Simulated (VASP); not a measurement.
The system is CdS.

```
Cd S
1.0
     0.00000    2.75324    2.75324
     2.75324    0.00000    2.75324
     2.75324    2.75324    0.00000
Cd S
1 1
Direct
  0.00000 0.00000 0.00000
  0.50000 0.50000 0.50000
```

```yaml
Program: VASP 6.6.1
Task: relaxation of cell and atoms
Functional: LDA
Potentials_or_basis: VASP PAW LDA potentials, release 64 (Cd, S)
Cutoff: 600 eV
k_mesh: 16 × 16 × 16
Occupations: fermi-dirac, width 0.08 eV
Spin: no spin polarisation
```

At the start: pressure -6.4 GPa; volume 20.87 Å³/atom.

Question: How do energy, volume and symmetry change on relaxing?

Answer: Over 3 steps the energy falls by 36.8 meV/atom and the volume is 19.18 Å³/atom (-8.1 %); space group Fm-3m (No. 225, to 0.1 Å) before and after.

The path:
```csv
step,energy change (eV),largest force (eV/Å),pressure (GPa),volume (Å³)
1,0.0000,0.0000,-6.40,41.74
2,-0.0567,0.0000,3.91,36.90
3,-0.0737,0.0000,0.00,38.35
```

Final structure:
```xyz
2
Lattice="0.0000 2.6766 2.6766 2.6766 0.0000 2.6766 2.6766 2.6766 0.0000" Properties=species:S:1:pos:R:3 pbc="T T T"
Cd    0.0000    0.0000    0.0000
S     2.6766    2.6766    2.6766
```
